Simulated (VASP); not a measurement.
# TiAl (Pmma) in VASP: density of states with PBE

Aim: the density of states of TiAl with PBE.

All numbers are computed with VASP 6.6.1; they aren't measurements. Logs are shortened: lines on timing, memory, paths and dates and some standing lists are left out, and cuts for length are marked.

### 1 The cell of the first run

The structure is orthorhombic, space group Pmma (No. 51). The conventional cell has a = 4.629 Å, b = 2.866 Å, c = 4.892 Å, α = 90.00°, β = 90.00°, γ = 90.00°. Ti (site symmetry mm2) has 4 Ti at 2.80 to 2.87 Å and 8 Al at 2.83 to 2.86 Å within 3.7 Å. Within 3.7 Å of Al (site symmetry mm2) lie 4 Al at 2.80 to 2.87 Å and 8 Ti at 2.83 to 2.86 Å.

### 2 Density of states, PBE

Contents of POSCAR:

```
TiAl
1.0
    4.6288307024      0.0000000000      0.0000000000
    0.0000000000      2.8661781508      0.0000000000
    0.0000000000      0.0000000000      4.8917615555
Ti Al
2 2
Direct
    0.2500000000      0.5000000000      0.6608759814
    0.7500000000      0.5000000000      0.3391240186
    0.7500000000      0.0000000000      0.8386065055
    0.2500000000      0.0000000000      0.1613934945
```

Contents of INCAR.step1:

```
PREC     = Accurate       # precision mode
ENCUT    = 520            # plane-wave cutoff, eV
EDIFF    = 1E-6           # SCF threshold, eV
ISMEAR   = 0              # smearing method
SIGMA    = 0.1            # smearing width, eV
LREAL    = F              # projectors in reciprocal space
LASPH    = T              # aspherical terms in the spheres
NELM     = 80             # most SCF steps
ALGO     = Fast           # electronic algorithm
ISIF     = 2              # what is computed and relaxed
LWAVE    = F              # write WAVECAR
LCHARG   = T              # write CHGCAR
LMAXMIX  = 4              # l up to which the mixer works
GGA      = PE             # functional
NBANDS   = 23             # bands
```

Contents of KPOINTS.step1:

```
regular mesh
0
Gamma
  10 16 10
```

Contents of INCAR.step2:

```
PREC     = Accurate       # precision mode
ENCUT    = 520            # plane-wave cutoff, eV
EDIFF    = 1E-6           # SCF threshold, eV
ISMEAR   = -5             # smearing method
SIGMA    = 0.1            # smearing width, eV
LREAL    = F              # projectors in reciprocal space
LASPH    = T              # aspherical terms in the spheres
NELM     = 80             # most SCF steps
ALGO     = Fast           # electronic algorithm
ISIF     = 2              # what is computed and relaxed
LWAVE    = F              # write WAVECAR
LCHARG   = F              # write CHGCAR
LMAXMIX  = 4              # l up to which the mixer works
GGA      = PE             # functional
LORBIT   = 10             # projections on sites
NBANDS   = 23             # bands
NEDOS    = 1001           # points of the DOS
ICHARG   = 11             # starting density
```

Contents of KPOINTS.step2:

```
regular mesh
0
Gamma
  15 24 15
```

Potentials or basis: VASP PAW PBE potentials, release 64 (Ti_sv, Al).

On the command line:

```sh
cat potpaw_PBE.64/Ti_sv/POTCAR potpaw_PBE.64/Al/POTCAR > POTCAR
cp INCAR.step1 INCAR
cp KPOINTS.step1 KPOINTS
mpirun -np 1 vasp_std > vasp.out
cp INCAR.step2 INCAR
cp KPOINTS.step2 KPOINTS
mpirun -np 1 vasp_std > vasp.out
```

OUTCAR:

```text
PREC = Accurate
   ENCUT = 520
   EDIFF = 1E-6
   ISMEAR = -5
   LREAL = F
   LASPH = T
   NELM = 80
   ISIF = 2
   GGA = PE
   LORBIT = 10
   ICHARG = 11

 ion  position               nearest neighbor table
   1  0.250  0.500  0.661-   2 2.80   2 2.80   4 2.83   4 2.83   4 2.84   4 2.84   3 2.86   3 2.86
                             3 2.86   3 2.86
   2  0.750  0.500  0.339-   1 2.80   1 2.80   3 2.83   3 2.83   3 2.84   3 2.84   4 2.86   4 2.86
                             4 2.86   4 2.86
   3  0.750  0.000  0.839-   4 2.80   4 2.80   2 2.83   2 2.83   2 2.84   2 2.84   1 2.86   1 2.86
                             1 2.86   1 2.86
   4  0.250  0.000  0.161-   3 2.80   3 2.80   1 2.83   1 2.83   1 2.84   1 2.84   2 2.86   2 2.86
                             2 2.86   2 2.86

  LATTYP: Found a simple orthorhombic cell.
 ALAT       =     2.8661781508
 B/A-ratio  =     1.6149835980
 C/A-ratio  =     1.7067192959

  Lattice vectors:

 A1 = (   0.0000000000,  -2.8661781508,   0.0000000000)
 A2 = (   4.6288307024,   0.0000000000,   0.0000000000)
 A3 = (   0.0000000000,   0.0000000000,   4.8917615555)

Analysis of symmetry for initial positions (statically):
=====================================================================
 Subroutine PRICEL returns:
 Original cell was already a primitive cell.

 Routine SETGRP: Setting up the symmetry group for a
 simple orthorhombic supercell.

 Subroutine GETGRP returns: Found  8 space group operations
 (whereof  4 operations were pure point group operations)
 out of a pool of  8 trial point group operations.

The static configuration has the point symmetry C_2h.
 The point group associated with its full space group is D_2h.

Analysis of symmetry for dynamics (positions and initial velocities):
=====================================================================
 Subroutine PRICEL returns:
 Original cell was already a primitive cell.

 Routine SETGRP: Setting up the symmetry group for a
 simple orthorhombic supercell.

 Subroutine GETGRP returns: Found  8 space group operations
 (whereof  4 operations were pure point group operations)
 out of a pool of  8 trial point group operations.

The dynamic configuration has the point symmetry C_2h.
 The point group associated with its full space group is D_2h.

 Subroutine INISYM returns: Found  8 space group operations
 (whereof  4 operations are pure point group operations),
 and found     1 'primitive' translations

----------------------------------------------------------------------------------------

                                     Primitive cell

  volume of cell :      64.8993

  direct lattice vectors                    reciprocal lattice vectors
     4.628830702  0.000000000  0.000000000     0.216037281  0.000000000  0.000000000
     0.000000000  2.866178151  0.000000000     0.000000000  0.348896666  0.000000000
     0.000000000  0.000000000  4.891761555     0.000000000  0.000000000  0.204425336

  length of vectors
     4.628830702  2.866178151  4.891761555     0.216037281  0.348896666  0.204425336

  position of ions in fractional coordinates (direct lattice)
     0.250000000  0.500000000  0.660875981
     0.750000000  0.500000000  0.339124019
     0.750000000  0.000000000  0.838606506
     0.250000000  0.000000000  0.161393494

  ion indices of the primitive-cell ions
   primitive index   ion index
                 1           1
                 2           2
                 3           3
                 4           4

----------------------------------------------------------------------------------------

 KPOINTS: regular mesh

Automatic generation of k-mesh.
 Grid dimensions read from file:
 generate k-points for:   15   24   15

 Generating k-lattice:

  Cartesian coordinates                     Fractional coordinates (reciprocal lattice)
     0.014402485  0.000000000  0.000000000     0.066666667  0.000000000  0.000000000
     0.000000000  0.014537361  0.000000000     0.000000000  0.041666667  0.000000000
     0.000000000  0.000000000  0.013628356     0.000000000  0.000000000  0.066666667

  Length of vectors
     0.014402485  0.014537361  0.013628356

  Shift w.r.t. Gamma in fractional coordinates (k-lattice)
     0.000000000  0.000000000  0.000000000

 TETIRR: Found  16164 inequivalent tetrahedra from    32400

 Subroutine IBZKPT returns following result:
 ===========================================

 Found    832 irreducible k-points:

 Following reciprocal coordinates:
            Coordinates               Weight
  0.000000  0.000000  0.000000      1.000000
  0.066667  0.000000  0.000000      2.000000
  0.133333  0.000000  0.000000      2.000000
  0.200000  0.000000  0.000000      2.000000
  0.266667  0.000000  0.000000      2.000000
  0.333333  0.000000  0.000000      2.000000
[... 16 lines left out ...]
  0.400000  0.083333  0.000000      4.000000
  0.466667  0.083333  0.000000      4.000000
 [... further k-points ...]
   k-points           NKPTS =    832   k-points in BZ     NKDIM =    832   number of bands    NBANDS=     23
   number of dos      NEDOS =   1001   number of ions     NIONS =      4
   total plane-waves  NPLWV =  31104
   dimension x,y,z NGX =    36 NGY =   24 NGZ =   36
   dimension x,y,z NGXF=    72 NGYF=   48 NGZF=   72
   ions per type =               2   2
   NGX,Y,Z   is equivalent  to a cutoff of  12.93, 13.92, 12.23 a.u.
   NGXF,Y,Z  is equivalent  to a cutoff of  25.86, 27.84, 24.47 a.u.
 SYSTEM =  unknown system
   PREC   = accura    normal or accurate (medium, high low for compatibility)
   ISTART =      0    job   : 0-new  1-cont  2-samecut
   ICHARG =     11    charge: 1-file 2-atom 10-const
   ISPIN  =      1    spin polarized calculation?
   LNONCOLLINEAR =      F non collinear calculations
   LSORBIT =      F    spin-orbit coupling
   LASPH  =      T    aspherical Exc in radial PAW
   ENCUT  =  520.0 eV  38.22 Ry    6.18 a.u.   8.61  5.33  9.10*2*pi/ulx,y,z
   NELM   =     80;   NELMIN=  2; NELMDL=  0     # of ELM steps
   EDIFF  = 0.1E-05   stopping-criterion for ELM
   LREAL  =      F    real-space projection
   EDIFFG = 0.1E-04   stopping-criterion for IOM
   NSW    =      0    number of steps for IOM
   IBRION =     -1    ionic relax: 0-MD 1-quasi-New 2-CG
   NFREE  =      0    steps in history (QN), initial steepest desc. (CG)
   ISIF   =      2    stress and relaxation
   ISYM   =      2    0-nonsym 1-usesym 2-fastsym
   POTIM  = 0.5000    time-step for ionic-motion
   TEBEG  =    0.0;   TEEND  =   0.0 temperature during run
   PSTRESS=    0.0 pullay stress
   NELECT =      30.0000    total number of electrons
   NUPDOWN=      -1.0000    fix difference up-down
   EMIN   =  10.00;   EMAX   =-10.00  energy-range for DOS
   EFERMI =   0.00;   METHOD = LEGACY
   ISMEAR =    -5;   SIGMA  =   0.10  broadening in eV -4-tet -1-fermi 0-gaus
   EFERMI_NEDOS =   21; number of points for ismear=-14 and -15
   IALGO  =     68    algorithm
   IMIX   =      4    mixing-type and parameters
     AMIX     =   0.40;   BMIX     =  1.00
     AMIX_MAG =   1.60;   BMIX_MAG =  1.00
  volume/ion in A,a.u.               =      16.22       109.49
  Fermi-wavevector in a.u.,A,eV,Ry     =   1.265810  2.392035 21.800288  1.602276
  Thomas-Fermi vector in A             =   2.399044
   LORBIT       =     10    0 simple, 1 ext, 2 COOP (PROOUT), +10 PAW based schemes
   GGA     = PE    functional components
   LHFCALC =     F    Hartree Fock is set to
   AEXX    =    0.0000 exact exchange contribution
   IVDW    =     0    specifies the selected vdW correction
   LEPSILON=     F    determine dielectric tensor
   LRPA    =     F    only Hartree local field effects (RPA)
 non-spin polarized calculation
 RMM-DIIS sequential band-by-band and
 Fermi weights with tetrahedron method with Bloechl corrections
  energy-cutoff  :      520.00
  volume of cell :       64.90
 maximum number of plane-waves:      1771
 NGX is ok and might be reduce to    36

 number of electron      29.9999997 magnetization

 Free energy of the ion-electron system (eV)
  ---------------------------------------------------
  ext. energy  EPLUGINS =         0.00000000
  ---------------------------------------------------
  free energy    TOTEN  =       -24.61127497 eV

  energy without entropy =      -24.61127497  energy(sigma->0) =      -24.61127497

 E-fermi :   8.3654     XC(G=0): -11.0364

 val. band max:        8.4067045850   @ k =   0.2000   0.2917   0.0000
 cond. band min:       8.3028051149   @ k =   0.2667   0.1250   0.0000
 fundamental gap:     -0.1038994701
 Fermi energy:         8.3653601588

 k-point     1 :       0.0000    0.0000    0.0000
  band No.  band energies     occupation
      1     -48.2872      2.00000
      2     -48.2222      2.00000
      3     -24.7094      2.00000
      4     -24.6679      2.00000
      5     -24.5411      2.00000
      6     -24.3763      2.00000
[... 15 lines left out ...]
     22      11.2304      0.00000
     23      11.9792      0.00000

 k-point     2 :       0.0667    0.0000    0.0000
  band No.  band energies     occupation
      1     -48.2864      2.00000
      2     -48.2229      2.00000
      3     -24.7103      2.00000
      4     -24.6690      2.00000
      5     -24.5381      2.00000
      6     -24.3775      2.00000
[... 15 lines left out ...]
     22      11.2175      0.00000
     23      12.0200      0.00000

 k-point     3 :       0.1333    0.0000    0.0000
  band No.  band energies     occupation
      1     -48.2844      2.00000
      2     -48.2250      2.00000
      3     -24.7124      2.00000
      4     -24.6722      2.00000
      5     -24.5296      2.00000
      6     -24.3813      2.00000
[... 15 lines left out ...]
     22      11.1822      0.00000
     23      12.1432      0.00000
[... 495 lines left out ...]
 k-point    23 :       0.4000    0.0833    0.0000
  band No.  band energies     occupation
      1     -48.2615      2.00000
      2     -48.2415      2.00000
      3     -24.7107      2.00000
      4     -24.6947      2.00000
      5     -24.4640      2.00000
      6     -24.4166      2.00000
[... 15 lines left out ...]
     22      10.8416      0.00000
     23      13.0963      0.00000

 k-point    24 :       0.4667    0.0833    0.0000
  band No.  band energies     occupation
      1     -48.2549      2.00000
      2     -48.2481      2.00000
      3     -24.7069      2.00000
      4     -24.7014      2.00000
      5     -24.4470      2.00000
      6     -24.4311      2.00000
[... 15 lines left out ...]
     22      10.8201      0.00000
     23      13.3186      0.00000

 [... further k-points ...]
[... 5 lines left out ...]
  --------------------------------------------------------------------------------------
  -------------------------------------------------------------------------------------
  Total        0.0076791     -0.0996485      0.0209604      0.0000000      0.0000000      0.0000000
  in kB        0.1895749     -2.4600356      0.5174535      0.0000000      0.0000000      0.0000000
  external PRESSURE =      -0.5843357 kB  Pullay stress =       0.0000000 kB

 VOLUME and BASIS-vectors are now :
 -----------------------------------------------------------------------------
  energy-cutoff  :      520.00
  volume of cell :       64.90
      direct lattice vectors                 reciprocal lattice vectors
     4.628830702  0.000000000  0.000000000     0.216037281  0.000000000  0.000000000
     0.000000000  2.866178151  0.000000000     0.000000000  0.348896666  0.000000000
     0.000000000  0.000000000  4.891761555     0.000000000  0.000000000  0.204425336

 POSITION                                       TOTAL-FORCE (eV/Angst)
 -----------------------------------------------------------------------------------
      1.15721      1.43309      3.23285         0.000000     -0.000000     -0.003829
      3.47162      1.43309      1.65891        -0.000000      0.000000      0.003829
      3.47162      0.00000      4.10226        -0.000000     -0.000000      0.010321
      1.15721      0.00000      0.78950        -0.000000     -0.000000     -0.010321
 -----------------------------------------------------------------------------------
    total drift:                                0.000000     -0.000000      0.000000

  FREE ENERGIE OF THE ION-ELECTRON SYSTEM (eV)
  ---------------------------------------------------
  free  energy   TOTEN  =       -24.6112749738 eV

  energy  without entropy=      -24.6112749738  energy(sigma->0) =      -24.61127497

 total charge

# of ion       s       p       d       tot
------------------------------------------
    1        2.205   6.118   1.957  10.280
    2        2.205   6.118   1.957  10.280
    3        0.410   0.407   0.000   0.816
    4        0.410   0.407   0.000   0.816
--------------------------------------------------
tot          5.229  13.049   3.915  22.193
```

Wall time 53 min (1 thread of Oxide Virtual Turin-like, shared host); peak memory 1 GiB.

Results:

- Valence electrons inside the program's atomic spheres: Ti 10.28; Al 0.82

Caveat: tetrahedron occupations give inexact forces and stress in metals.
